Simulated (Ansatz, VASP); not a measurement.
# One calculation of SiC, two programs

```
Si C
1.0
     0.00000    2.17839    2.17839
     2.17839    0.00000    2.17839
     2.17839    2.17839    0.00000
Si C
1 1
Direct
  0.99647 0.00825 0.00353
  0.75826 0.73072 0.74174
```

Change from the starting cell: mode 4 frozen in at -0.060 Å and mode 5 at -0.024 Å (largest displacements).

Alike in both runs: task single point; functional PBEsol; k mesh 10 × 10 × 10; occupations gaussian, width 0.05 eV; no spin polarisation.

|  | VASP | Ansatz |
| --- | --- | --- |
| version | VASP 6.6.1 | Ansatz 0.2.0 |
| potentials or method | VASP PAW PBE potentials, release 64 (Si, C), cutoff 520 eV | scalar-relativistic, plane waves, PAW |
| valence electrons in the cell | 8 | 8 |

```csv
,VASP,Ansatz,Ansatz less VASP
gap on the k mesh at the Fermi level (eV),0.80,0.81,+0.009
least direct gap on the mesh (eV),4.23,4.24,+0.008
pressure (GPa),1.4,1.0,-0.35
"traceless stress, the component that is largest in VASP (GPa)",-5.78,-5.71,+0.077
rms of the force components (eV/Å),1.027,1.024,-0.0032
```

VASP's potentials were made for PBE, not for PBEsol. Atom by atom the forces differ by 0.003 eV/Å (rms over components). With one functional, cell and mesh, what is left measures potentials, basis and numerics.
